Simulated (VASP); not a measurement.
A run of VASP 6.6.1:

File INCAR:

```
SYSTEM = Sn2Ge
ALGO     = Normal         ! electronic algorithm
EDIFF    = 1E-6           ! SCF threshold, eV
ENCUT    = 520            ! plane-wave cutoff, eV
GGA      = CA             ! functional
ISIF     = 2              ! what is computed and relaxed
ISMEAR   = 0              ! smearing method
LASPH    = .TRUE.         ! aspherical terms in the spheres
LCHARG   = .FALSE.        ! write CHGCAR
LREAL    = .FALSE.        ! projectors in reciprocal space
LWAVE    = .FALSE.        ! write WAVECAR
NBANDS   = 28             ! bands
NELM     = 60             ! most SCF steps
PREC     = Accurate       ! precision mode
SIGMA    = 0.1            ! smearing width, eV
```

The input KPOINTS:

```
k-points
0
G
  6 6 6
  0 0 0
```

The input POSCAR:

```
Sn2Ge
1.0
    0.0000000000      3.3958313256      3.3958313256
    3.3958313256      0.0000000000      3.3958313256
    3.3958313256      3.3958313256      0.0000000000
Sn Ge
2 1
Direct
    0.7500000000      0.7500000000      0.7500000000
    0.2500000000      0.2500000000      0.2500000000
    0.0000000000      0.0000000000      0.0000000000
```

Potentials or basis: VASP PAW LDA potentials, release 64 (Sn_d, Ge_d).

Run with:

```console
$ cat potpaw_LDA.64/Sn_d/POTCAR potpaw_LDA.64/Ge_d/POTCAR > POTCAR
$ mpirun -np 1 vasp_std > vasp.out
```

Hardware: 1 thread of Intel(R) Xeon(R) Platinum 8375C CPU @ 2.90GHz (Ice Lake), with other jobs on the host.

**Question.** How long does it take, and how much memory?

**Answer.** Run time: 42 s on 1 thread of Intel(R) Xeon(R) Platinum 8375C CPU @ 2.90GHz (Ice Lake), on a shared host, peak memory 0.18 GiB. Counts: scf iterations 13, k points 16.
